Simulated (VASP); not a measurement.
Li:

```
Li
1.0
     2.88000    0.00000    0.00000
     0.00000    2.88000    0.00000
     0.00000    0.00000    2.88000
Li
1
Direct
  0.00000 0.00000 0.00000
```

* Program: VASP 6.6.1
* Task: relaxation of cell and atoms
* Functional: PBE
* Potentials or basis: VASP PAW PBE potentials, release 64 (Li_sv)
* Cutoff: 750 eV
* k mesh: 7 × 7 × 7
* Occupations: methfessel-paxton, width 0.1 eV
* Spin: no spin polarisation

At the start: pressure -1.7 GPa; volume 23.89 Å³/atom.

**Question.** How do energy, volume and symmetry change on relaxing?

**Answer.** Over 5 steps the energy falls by 22.6 meV/atom and the volume is 20.23 Å³/atom (-15.3 %); space group Pm-3m (No. 221, to 0.05 Å).

The path:
```tsv
step	energy change (eV)	largest force (eV/Å)	pressure (GPa)	volume (Å³)
1	0.0000	0.0000	-1.70	23.89
2	-0.0085	0.0000	-1.42	23.02
3	-0.0199	0.0000	-0.53	21.05
4	-0.0039	0.0000	2.30	17.46
5	-0.0226	0.0000	-0.08	20.23
```

Final structure:
```yaml
crystal:
  lattice:
    - [2.72496, 0.00000, 0.00000]
    - [0.00000, 2.72496, 0.00000]
    - [0.00000, 0.00000, 2.72496]
  atoms:
    - { symbol: Li, position: [0.00000, 0.00000, 0.00000] }
```

Caveat: the volume moved by over 15 % at a fixed basis, so the end points are rough.
